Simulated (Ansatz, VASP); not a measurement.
**Mg3ScBr3: VASP beside Ansatz**

```
Mg Sc Br
1.0
     5.99754    0.00000    0.00000
     0.00000    5.99754    0.00000
     0.00000    0.00000    5.99754
Mg Sc Br
3 1 3
Direct
  0.00000 0.50000 0.50000
  0.50000 0.50000 0.00000
  0.50000 0.00000 0.50000
  0.50000 0.50000 0.50000
  0.00000 0.50000 0.00000
  0.50000 0.00000 0.00000
  0.00000 0.00000 0.50000
```

Change from the starting cell: species swapped into the Ce3GaBr3 type (Pm-3m, No. 221).

Alike in both runs: task single point; functional PBE; k mesh 4 × 4 × 4; occupations gaussian, width 0.1 eV; collinear spin.

|  | VASP | Ansatz |
| --- | --- | --- |
| version | VASP 6.6.1 | Ansatz 0.2.0 |
| potentials or method | VASP PAW PBE potentials, release 64 (Mg, Sc_sv, Br), cutoff 520 eV | scalar-relativistic, plane waves, PAW |
| valence electrons in the cell | 38 | 62 |

```csv
,VASP,Ansatz,Ansatz less VASP
gap on the k mesh at the Fermi level (eV),none,none,-
pressure (GPa),0.2,0.3,+0.05
net moment per atom (μB),0.18,0.18,+0.001
size of the moment on the site where the two differ most (μB),0.02,0.06,+0.035
```

Site moments also hang on the region over which each program counts them. A gap of «none» marks a metal or a gap that the smearing closes. VASP's potentials hold 38 valence electrons a cell and Ansatz's 62, so a difference there can come from the potentials and not from the codes.
